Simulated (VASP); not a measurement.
Runs of VASP 6.6.1 on Rh. The structure is that of space group Pm-3m (No. 221), or close to it. The cells are those of the table. 

```csv
task,cell,cutoff (eV),gap on the mesh (eV),pressure (GPa)
single point,"a = 2.448 Å, 1 atom",520,none,(a)
relaxation of cell and atoms,"relaxed to 20 GPa from a = 2.470 Å, 1 atom",600,none,19.7
single point,"a = 2.421 Å, 1 atom",520,none,21.0
relaxation of cell and atoms,"relaxed to 5 GPa from a = 2.470 Å, 1 atom",600,none,4.9
single point,"a = 2.464 Å, 1 atom",520,none,5.8
```

Alike in all rows: level LDA; potentials or basis VASP PAW LDA potentials, release 64 (Rh_pv); no spin polarisation; k mesh 10 × 10 × 10; smearing gaussian 0.1 eV.

Q: Estimate the missing entries.

A: (a) 10.9.

Caveats: the cell is relaxed towards a set pressure, so the enthalpy falls and the energy may rise (some runs).

A k mesh can miss the band edges, and the runs leave out spin-orbit coupling on Rh.

A gap of «none» marks levels without a gap at the run's occupations.
